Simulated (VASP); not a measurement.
## SrO: single point with r2SCAN

SrO:

```
CELL_PARAMETERS angstrom
0.01285 2.56980 2.56980
2.58265 0.00000 2.58265
2.56980 2.56980 0.01285
ATOMIC_POSITIONS crystal
Sr 0.00000 0.00000 0.00000
O 0.50000 0.50000 0.50000
```

This cell differs from its parent crystal: strain +0.0100 x Voigt [0, 0, 0, 0, 1, 0].

```yaml
Program: VASP 6.6.1
Task: single point
Functional: r2SCAN
Potentials_or_basis: VASP PAW PBE potentials, release 64 (Sr_sv, O)
Cutoff: 520 eV
k_mesh: 8 × 8 × 8
Occupations: gaussian, width 0.05 eV
Spin: no spin polarisation
Dipole_correction: no
Further_INCAR_settings: ALGO = Normal; EDIFF = 1e-06; NBANDS = 15
```

```json
{
 "Pressure": "1.7 GPa",
 "Band gap on the k mesh": "3.73 eV, indirect (least direct gap 3.81 eV)"
}
```

Stress tensor (GPa, compression positive):
```
 1.69  0.00 -0.55
 0.00  1.68  0.00
-0.55  0.00  1.69
```

Levels at points of the mesh, in eV from the valence-band top:
```tsv
k point	band 6	band 7	band 8	band 9	band 10	band 11
(0.00, 0.00, 0.00)	-0.02	-0.01	0.00	4.66	6.71	6.77
(0.50, 0.00, 0.00)	-2.13	-1.17	-1.14	7.12	9.09	9.46
(0.00, 0.50, 0.00)	-2.13	-1.15	-1.11	7.09	9.07	9.41
(0.50, 0.50, 0.00)	-0.44	-0.10	-0.10	3.73	8.52	10.92
(0.50, 0.00, 0.50)	-0.44	-0.11	-0.08	3.73	8.52	10.92
```

It took 3 min on 1 thread of Intel(R) Xeon(R) Platinum 8259CL CPU @ 2.50GHz (Skylake/Cascade Lake), on a shared host, peak memory 0.2 GiB.

Caveat: the cell differs from its parent crystal (strain +0.0100 x Voigt [0, 0, 0, 0, 1, 0]); the PAW data sets were made with another functional, which shifts forces and pressure a little. A k mesh can miss the band edges.
